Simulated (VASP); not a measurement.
SrO:

```
CELL_PARAMETERS angstrom
0.00000 2.57989 2.57989
2.57989 0.00000 2.57989
2.57989 2.57989 0.00000
ATOMIC_POSITIONS crystal
Sr 0.50000 0.50000 0.50000
O 0.00000 0.00000 0.00000
```

Base run:

* Program: VASP 6.6.1
* Functional: r2SCAN
* Potentials or basis: VASP PAW PBE potentials, release 64 (Sr_sv, O)
* Cutoff: 520 eV
* k mesh: 6 × 6 × 6
* Occupations: gaussian, width 0.01 eV
* Spin: no spin polarisation

Its results: band gap on the k mesh 3.75 eV, indirect (least direct gap 3.84 eV); pressure 0.5 GPa.

The run is repeated on the same cell with these changes: k mesh from 6 × 6 × 6 to 2 × 2 × 2. What comes out?

Band gap on the k mesh 3.54 eV, indirect (least direct gap 3.65 eV); pressure 1.0 GPa.

Caveats: some runs use coarse meshes; the PAW data sets were made with another functional, which shifts forces and pressure a little.

A k mesh can miss the band edges.
